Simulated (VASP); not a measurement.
# MgZn2S3 (P3m1) in VASP: notebook, part 2 of 2

VASP 6.6.1. Earlier steps stand in the parts before.

### 4 Relaxation of cell and atoms, PBE

INCAR reads:

```
ALGO = Normal ; EDIFF = 1E-6
EDIFFG = -0.04 ; ENCUT = 600
GGA = PE ; IBRION = 2
ISIF = 3 ; ISMEAR = 0
LASPH = T ; LCHARG = F
LREAL = F ; LWAVE = F
NELM = 100 ; NSW = 90
PREC = Accurate ; SIGMA = 0.1
```

KPOINTS reads:

```
k-points
0
Gamma
  6 6 2
```

POSCAR reads:

```
MgZn2S3
1.0
    3.8080230700      0.0000000000      0.0000000000
   -1.9040115300      3.2978447100      0.0000000000
    0.0000000000      0.0000000000      9.3277134400
Mg Zn S
1 2 3
Direct
    0.0000000000      0.0000000000      0.0000000000
    0.6666666700      0.3333333300      0.3333333300
    0.3333333300      0.6666666700      0.6666666700
    0.6666666700      0.3333333300      0.0833333300
    0.3333333300      0.6666666700      0.4166666700
    0.0000000000      0.0000000000      0.7500000000
```

Potentials or basis: VASP PAW PBE potentials, release 64 (Mg, Zn, S).

The run is started by

```sh
$ cat potpaw_PBE.64/Mg/POTCAR potpaw_PBE.64/Zn/POTCAR potpaw_PBE.64/S/POTCAR > POTCAR
$ mpirun -np 1 vasp_std > vasp.out
```

OUTCAR:

```text
EDIFF = 1E-6
   EDIFFG = -0.04
   ENCUT = 600
   GGA = PE
   IBRION = 2
   ISIF = 3
   ISMEAR = 0
   LASPH = T
   LREAL = F
   NELM = 100
   NSW = 90
   PREC = Accurate

 ion  position               nearest neighbor table
   1  0.000  0.000  0.000-   4 2.33   4 2.33   6 2.33   4 2.33
   2  0.667  0.333  0.333-   5 2.33   4 2.33   5 2.33   5 2.33
   3  0.333  0.667  0.667-   6 2.33   6 2.33   5 2.33   6 2.33
   4  0.667  0.333  0.083-   1 2.33   1 2.33   2 2.33   1 2.33
   5  0.333  0.667  0.417-   2 2.33   3 2.33   2 2.33   2 2.33
   6  0.000  0.000  0.750-   3 2.33   3 2.33   1 2.33   3 2.33

  LATTYP: Found a hexagonal cell.
 ALAT       =     3.8080230700
 C/A-ratio  =     2.4494897401

  Lattice vectors:

 A1 = (   3.8080230700,   0.0000000000,   0.0000000000)
 A2 = (  -1.9040115300,   3.2978447100,   0.0000000000)
 A3 = (   0.0000000000,   0.0000000000,   9.3277134400)

Analysis of symmetry for initial positions (statically):
=====================================================================
 Subroutine PRICEL returns:
 Original cell was already a primitive cell.

 Routine SETGRP: Setting up the symmetry group for a
 hexagonal supercell.

[... 151 lines left out ...]
 maximum number of plane-waves:      3938
   NGX = 15   NGY = 15   NGZ = 37

--------------------------------------- Ionic step        1  -------------------------------------------

 number of electron      44.0000024 magnetization

 Free energy of the ion-electron system (eV)
  ---------------------------------------------------
  ext. energy  EPLUGINS =         0.00000000
  ---------------------------------------------------
  free energy    TOTEN  =       -21.88726629 eV

  energy without entropy =      -21.88726629  energy(sigma->0) =      -21.88726629

------------------------ aborting loop because EDIFF is reached ----------------------------------------

  FORCE on cell =-STRESS in cart. coord.  units (eV):
  Direction    XX          YY          ZZ          XY          YZ          ZX
  --------------------------------------------------------------------------------------
  -------------------------------------------------------------------------------------
  Total        4.5018736      4.5018736      4.4345104      0.0000000     -0.0000000      0.0000000
  in kB       61.5742191     61.5742188     60.6528616      0.0000001     -0.0000000      0.0000000
  external PRESSURE =      61.2670998 kB  Pullay stress =       0.0000000 kB
[... 307 lines left out ...]
--------------------------------------- Ionic step        9  -------------------------------------------

 number of electron      43.9999983 magnetization

 Free energy of the ion-electron system (eV)
  ---------------------------------------------------
  ext. energy  EPLUGINS =         0.00000000
  ---------------------------------------------------
  free energy    TOTEN  =       -22.10693909 eV

  energy without entropy =      -22.10693909  energy(sigma->0) =      -22.10693909

 E-fermi :   2.0907     XC(G=0):  -9.0924

 val. band max:        1.6193720185   @ k =   0.0000   0.0000   0.0000
 cond. band min:       3.8492594386   @ k =   0.0000   0.0000   0.0000
 fundamental gap:      2.2298874201
 Fermi energy:         2.0907065921

 k-point     1 :       0.0000    0.0000    0.0000
  band No.  band energies     occupation
      1     -10.8639      2.00000
      2     -10.3219      2.00000
      3     -10.0501      2.00000
      4      -4.3351      2.00000
      5      -4.3351      2.00000
      6      -4.3052      2.00000
[... 428 lines left out ...]
  FREE ENERGIE OF THE ION-ELECTRON SYSTEM (eV)
  ---------------------------------------------------
  free  energy   TOTEN  =       -22.1069390865 eV

  energy  without entropy=      -22.1069390865  energy(sigma->0) =      -22.10693909

 reached required accuracy - stopping structural energy minimisation
```

OSZICAR:

```text
N       E                     dE             d eps       ncg     rms          rms(c)
DAV:   1     0.334818659810E+03    0.33482E+03   -0.22080E+04   728   0.203E+03
DAV:   2     0.188721983947E+02   -0.31595E+03   -0.30943E+03   770   0.410E+02
DAV:   3    -0.219545813154E+02   -0.40827E+02   -0.39235E+02   844   0.137E+02
[... 81 lines left out ...]
DAV:   2    -0.221071053805E+02   -0.31391E-05   -0.35591E-03   956   0.575E-01    0.862E-02
DAV:   3    -0.221069845772E+02    0.12080E-03   -0.24363E-04   922   0.127E-01    0.512E-02
DAV:   4    -0.221069431131E+02    0.41464E-04   -0.57909E-05   914   0.125E-01    0.170E-02
DAV:   5    -0.221069388013E+02    0.43118E-05   -0.34093E-05   930   0.504E-02    0.710E-03
DAV:   6    -0.221069390865E+02   -0.28522E-06   -0.58494E-06   868   0.228E-02
   9 F= -.22106939E+02 E0= -.22106939E+02  d E =-.388819E-02
```

CONTCAR:

```text
MgZn2S3
   1.00000000000000
     3.9077121851198005    0.0000000001481670    0.0000000000000000
    -1.9538560873006903    3.3841780155720858   -0.0000000000000000
     0.0000000000000000    0.0000000000000000    9.5902393762832716
  Mg              Zn              S
     1     2     3
Direct
     0.0000000000000000    0.0000000000000000    0.0003260407750561
     0.6666666699999979    0.3333333300000021    0.3373611828208521
     0.3333333300000021    0.6666666699999979    0.6624766493075702
     0.6666666699999979    0.3333333300000021    0.0911174846253966
     0.3333333300000021    0.6666666699999979    0.4163295764530718
     0.0000000000000000    0.0000000000000000    0.7423890660180533

  0.00000000E+00  0.00000000E+00  0.00000000E+00
  0.00000000E+00  0.00000000E+00  0.00000000E+00
  0.00000000E+00  0.00000000E+00  0.00000000E+00
  0.00000000E+00  0.00000000E+00  0.00000000E+00
  0.00000000E+00  0.00000000E+00  0.00000000E+00
  0.00000000E+00  0.00000000E+00  0.00000000E+00
```

Run time: 5.2 min. Hardware: 1 thread of Intel Xeon Platinum 8375C at 2.90GHz (Ice Lake), shared host; peak memory 0.29 GiB.

Results:

- Free energy: -22.1069 eV
- Relaxed volume: 21.14 Å³/atom
- Relaxed cell: a = 3.908 Å, b = 3.908 Å, c = 9.590 Å, α = 90.00°, β = 90.00°, γ = 120.00°
- Space group after relaxing (to 0.1 Å): P3m1 (No. 156)
- Energy gained by relaxing: 36.6 meV/atom
- Ionic steps: 9
- Pressure after relaxing: 0.0 GPa
- Largest force after relaxing: 0.032 eV/Å
- Band gap on the k mesh: 2.23 eV

Forces on the atoms (eV/Å):
```
Mg   0.000  0.000 -0.029
Zn   0.000  0.000 -0.012
Zn   0.000  0.000 -0.028
S    0.000  0.000  0.022
S    0.000  0.000  0.015
S    0.000  0.000  0.032
```

Step by step:
| step | energy change (eV) | largest force (eV/Å) | pressure (GPa) | volume (Å³) |
| --- | --- | --- | --- | --- |
| 1 | 0.0000 | 0.7321 | 6.13 | 117.14 |
| 2 | -0.1871 | 0.2489 | -1.54 | 130.26 |
| 3 | -0.1999 | 0.3196 | -0.21 | 127.39 |
| 4 | -0.1998 | 0.3138 | -0.34 | 127.60 |
| 5 | -0.2092 | 0.1873 | -0.21 | 127.32 |
| 6 | -0.2157 | 0.2015 | -0.01 | 126.88 |
| 7 | -0.2158 | 0.2089 | 0.04 | 126.83 |
| 8 | -0.2192 | 0.0673 | 0.01 | 126.83 |
| 9 | -0.2197 | 0.0322 | 0.00 | 126.83 |

Final structure:
```cif
data_structure
_symmetry_space_group_name_H-M 'P 1'
_symmetry_Int_Tables_number 1
_cell_length_a 3.9077
_cell_length_b 3.9077
_cell_length_c 9.5902
_cell_angle_alpha 90.000
_cell_angle_beta 90.000
_cell_angle_gamma 120.000
_cell_volume 126.83
loop_
_atom_site_label
_atom_site_type_symbol
_atom_site_fract_x
_atom_site_fract_y
_atom_site_fract_z
_atom_site_occupancy
Mg1 Mg 0.00000 0.00000 0.00033 1
Zn1 Zn 0.66667 0.33333 0.33736 1
Zn2 Zn 0.33333 0.66667 0.66248 1
S1 S 0.66667 0.33333 0.09112 1
S2 S 0.33333 0.66667 0.41633 1
S3 S 0.00000 0.00000 0.74239 1
```

### 5 Single point, PBE

This run uses another cell than the first one, of 21.12 Å³/atom.

INCAR reads:

```
SYSTEM = MgZn2S3
ALGO     = Normal         ! electronic algorithm
EDIFF    = 1E-7           ! SCF threshold, eV
ENCUT    = 520            ! plane-wave cutoff, eV
GGA      = PE             ! functional
ISIF     = 2              ! what is computed and relaxed
ISMEAR   = 0              ! smearing method
LASPH    = .TRUE.         ! aspherical terms in the spheres
LCHARG   = .FALSE.        ! write CHGCAR
LREAL    = .FALSE.        ! projectors in reciprocal space
LWAVE    = .FALSE.        ! write WAVECAR
NBANDS   = 31             ! bands
NELM     = 60             ! most SCF steps
PREC     = Accurate       ! precision mode
SIGMA    = 0.02           ! smearing width, eV
```

KPOINTS reads:

```
k-points
0
G
  12 12 4
  0 0 0
```

POSCAR reads:

```
MgZn2S3
1.0
    3.9060775023      0.0000000000      0.0000000000
   -1.9530387512      3.3827623462      0.0000000000
    0.0000000000      0.0000000000      9.5900728610
Mg Zn S
1 2 3
Direct
    0.0000000000      0.0000000000      0.9999788456
    0.6666666667      0.3333333333      0.3374333232
    0.3333333333      0.6666666667      0.6620687374
    0.6666666667      0.3333333333      0.0916445098
    0.3333333333      0.6666666667      0.4164420335
    0.0000000000      0.0000000000      0.7424325505
```

The run is started by

```sh
$ cat potpaw_PBE.64/Mg/POTCAR potpaw_PBE.64/Zn/POTCAR potpaw_PBE.64/S/POTCAR > POTCAR
$ mpirun -np 1 vasp_std > vasp.out
```

Wall time 5.4 min (1 thread of Intel Xeon Platinum 8375C at 2.90GHz (Ice Lake), shared host); peak memory 0.41 GiB.

It converged, with:

```yaml
Free_energy: -22.1120 eV
Pressure: 0.0 GPa
Largest_force: 0.020 eV/Å
Band_gap_on_the_k_mesh: 2.23 eV
```

Forces in eV/Å, atoms in the order of the input:
```
Mg   0.000  0.000  0.006
Zn   0.000  0.000 -0.004
Zn   0.000  0.000 -0.004
S    0.000  0.000 -0.020
S    0.000  0.000  0.005
S    0.000  0.000  0.016
```

Levels at points of the mesh, in eV from the valence-band top:
| k point | band 19 | band 20 | band 21 | band 22 | band 23 | band 24 | band 25 | band 26 |
| --- | --- | --- | --- | --- | --- | --- | --- | --- |
| (0.00, 0.00, 0.00) | -0.46 | -0.06 | 0.00 | 0.00 | 2.23 | 3.37 | 4.56 | 6.66 |
| (0.50, 0.00, 0.00) | -1.70 | -1.33 | -1.14 | -0.88 | 3.52 | 4.17 | 4.32 | 5.34 |
| (0.00, 0.00, 0.50) | -0.37 | -0.37 | -0.06 | -0.06 | 3.08 | 3.16 | 4.48 | 6.46 |
| (0.50, 0.00, 0.50) | -1.71 | -1.42 | -0.71 | -0.70 | 3.60 | 4.10 | 4.23 | 5.29 |

### 6 Overview

| task | cell | k mesh | cutoff (eV) | smearing | gap on the mesh (eV) | pressure (GPa) | largest force (eV/Å) |
| --- | --- | --- | --- | --- | --- | --- | --- |
| single point | a = 3.808, b = 3.808, c = 9.328 Å, angles 90.0, 90.0, 120.0°, 6 atoms, atomic positions A | 6 × 6 × 2 | 520 | gaussian 0.1 eV | 2.56 | 6.1 | 0.73 |
| single point | a = 3.906, b = 3.906, c = 9.590 Å, angles 90.0, 90.0, 120.0°, 6 atoms, atomic positions B | 6 × 6 × 2 | 520 | gaussian 0.1 eV | 2.23 | 0.0 | 0.02 |
| relaxation of cell and atoms | relaxed from a = 3.808, b = 3.808, c = 9.328 Å, angles 90.0, 90.0, 120.0°, 6 atoms, atomic positions A | 6 × 6 × 2 | 600 | gaussian 0.1 eV | 2.23 | 0.0 | 0.03 |
| single point | a = 3.906, b = 3.906, c = 9.590 Å, angles 90.0, 90.0, 120.0°, 6 atoms, atomic positions B | 12 × 12 × 4 | 520 | gaussian 0.02 eV | 2.23 | 0.0 | 0.02 |

Alike in all rows: level PBE; potentials or basis VASP PAW PBE potentials, release 64 (Mg, Zn, S); no spin polarisation.

Caveats: the cell stands under pressure (at least some runs).

Total energies depend on the potentials used, so only differences within one code and one set of settings carry meaning.
